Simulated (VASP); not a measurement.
Here is a VASP 6.6.1 calculation.

Contents of INCAR:

```
ALGO = Normal
EDIFF = 1E-6
ENCUT = 500
GGA = PS
GGA_COMPAT = F
ISIF = 2
ISMEAR = 0
LASPH = T
LCHARG = T
LELF = T
LREAL = F
LVHAR = T
LWAVE = F
NBANDS = 14
NELM = 120
PREC = Accurate
SIGMA = 0.15
```

KPOINTS

```
k-points
0
Gamma
  22 22 22
```

Contents of POSCAR:

```
Ir
1.0
    0.0000000000      1.9197000000      1.9197000000
    1.9197000000      0.0000000000      1.9197000000
    1.9197000000      1.9197000000      0.0000000000
Ir
1
Direct
    0.0000000000      0.0000000000      0.0000000000
```

Potentials or basis: VASP PAW PBE potentials, release 64 (Ir_sv_GW).

Run with:

```sh
$ cat potpaw_PBE.64/Ir_sv_GW/POTCAR > POTCAR
$ mpirun -np 1 vasp_std > vasp.out
```

Task: Estimate the pressure.

Result: -5.8 GPa.

Caveat: the PAW data sets were made with another functional, which shifts forces and pressure a little.
